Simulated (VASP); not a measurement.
Wanted: the native input for a VASP 6.6.1 run.

```
Task                   : single point
Functional             : PBE
Potentials or basis    : VASP PAW PBE potentials, release 64 (Rb_sv)
Cutoff                 : 520 eV
k mesh                 : 12 × 12 × 12
Occupations            : gaussian, width 0.15 eV
Spin                   : no spin polarisation
Dipole correction      : no
Further INCAR settings : ALGO = Fast; EDIFF = 1e-06; NBANDS = 10
```

The structure of Rb lies in POSCAR:

```
Rb
1.0
   -2.7218200000      2.7218200000      2.8060000000
    2.7218200000     -2.7218200000      2.8060000000
    2.7218200000      2.7218200000     -2.8060000000
Rb
1
Direct
    0.0000000000      0.0000000000      0.0000000000
```

This cell differs from its parent crystal: strain -0.030 along x and y, +0.000 along z.

One way to write it, as run:

INCAR

```
SYSTEM = Rb
ALGO     = Fast           ! electronic algorithm
EDIFF    = 1E-6           ! SCF threshold, eV
ENCUT    = 520            ! plane-wave cutoff, eV
GGA      = PE             ! functional
ISIF     = 2              ! what is computed and relaxed
ISMEAR   = 0              ! smearing method
LASPH    = .TRUE.         ! aspherical terms in the spheres
LCHARG   = .FALSE.        ! write CHGCAR
LREAL    = .FALSE.        ! projectors in reciprocal space
LWAVE    = .FALSE.        ! write WAVECAR
NBANDS   = 10             ! bands
NELM     = 60             ! most SCF steps
PREC     = Accurate       ! precision mode
SIGMA    = 0.15           ! smearing width, eV
```

KPOINTS

```
k-points
0
G
  12 12 12
  0 0 0
```

Potentials or basis: VASP PAW PBE potentials, release 64 (Rb_sv).

Run with:

```sh
$ cat potpaw_PBE.64/Rb_sv/POTCAR > POTCAR
$ mpirun -np 1 vasp_std > vasp.out
```

Results of the run:

```json
{"Pressure": "0.3 GPa"}
```

Caveat: the cell differs from its parent crystal (strain -0.030 along x and y, +0.000 along z).

Wall time 43 s on 1 thread of Intel(R) Xeon(R) 6975P-C (Granite Rapids), with other jobs on the host, peak memory 0.28 GiB.
